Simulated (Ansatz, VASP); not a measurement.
# One calculation of WCl3F2, two programs

```
CELL_PARAMETERS angstrom
6.17226 -0.07350 0.06530
-1.88658 7.36837 -0.08300
-1.23242 -2.48665 8.12985
ATOMIC_POSITIONS crystal
W 0.07098 0.16931 0.15904
W 0.92906 0.83074 0.84110
Cl 0.98364 0.22471 0.41481
Cl 0.31015 0.47766 0.24411
Cl 0.19550 0.15191 0.89712
Cl 0.01505 0.77598 0.58480
Cl 0.69126 0.52186 0.75632
Cl 0.80439 0.84801 0.10289
F 0.82322 0.22913 0.06464
F 0.30079 0.06633 0.21247
F 0.17727 0.77114 0.93515
F 0.69870 0.93321 0.78756
```

Change from the starting cell: cell x1, atoms moved at random (sigma 0.15 Å) and cell strained at random (1.5 %), then relaxed without symmetry.

Alike in both runs: functional PBE; k mesh 2 × 2 × 2; occupations gaussian, width 0.1 eV; no spin polarisation.

Ansatz relaxed the structure, and its values are those at the end. VASP's run is a single point on that final structure, the one shown.

|  | VASP | Ansatz |
| --- | --- | --- |
| version | VASP 6.6.1 | Ansatz 0.2.0 |
| potentials or method | VASP PAW PBE potentials, release 64 (W_sv, Cl, F), cutoff 520 eV | scalar-relativistic, plane waves, PAW |
| valence electrons in the cell | 98 | 98 |

VASP gave:

```
gap on the k mesh at the Fermi level (eV) : 1.35
least direct gap on the mesh (eV)         : 1.36
pressure (GPa)                            : 0.3
rms of the force components (eV/Å)        : 0.134
```

Problem. Estimate Ansatz's values.

Solution. gap on the k mesh at the Fermi level (eV): 1.35; least direct gap on the mesh (eV): 1.36; pressure (GPa): 0.0; rms of the force components (eV/Å): 0.007.

One of these differences is far larger than is usual between the two programs; its cause wasn't traced.

The k mesh is coarse, so the values compare programs but aren't converged. Neither program's run includes spin-orbit coupling.
